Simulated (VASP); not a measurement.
**Cu: single point with PBEsol**

The system is Cu.

```
Cu
1.0
    -1.41667    1.41667    1.35117
     1.41667   -1.41667    1.35117
     1.41667    1.41667   -1.35117
Cu
1
Direct
  0.00000 0.00000 0.00000
```

```yaml
Program: VASP 6.6.1
Task: single point
Functional: PBEsol
Potentials_or_basis: VASP PAW PBE potentials, release 64 (Cu)
Cutoff: 520 eV
k_mesh: 14 × 14 × 14
Occupations: fermi-dirac, width 0.05 eV
Spin: no spin polarisation
```

| Item | Value |
| --- | --- |
| Pressure | 9.3 GPa |

Stress tensor (GPa, compression positive):
```
9.43 0.00 0.00
0.00 9.43 0.00
0.00 0.00 9.01
```

Levels at points of the mesh, in eV from the Fermi level:
| k point | band 2 | band 3 | band 4 | band 5 | band 6 | band 7 | band 8 | band 9 | band 10 | band 11 |
| --- | --- | --- | --- | --- | --- | --- | --- | --- | --- | --- |
| (0.00, 0.00, 0.00) | -3.55 | -3.34 | -3.34 | -2.39 | -2.16 | 25.37 | 25.37 | 26.64 | 29.77 | 30.15 |
| (0.50, 0.00, 0.00) | -4.32 | -2.29 | -2.05 | -1.43 | -0.73 | 4.97 | 17.75 | 18.09 | 22.00 | 25.37 |
| (0.50, 0.50, 0.00) | -4.05 | -2.47 | -2.19 | -1.46 | -1.12 | 4.43 | 19.02 | 19.58 | 23.19 | 26.48 |
| (0.50, 0.50, 0.50) | -5.15 | -1.64 | -1.64 | -1.59 | 7.90 | 7.90 | 9.81 | 13.74 | 14.46 | 17.73 |

Run time: 15 s on 1 thread of Intel Xeon 6975P-C (shared host), peak memory 0.14 GiB.

Caveat: the PAW data sets were made with another functional, which shifts forces and pressure a little.
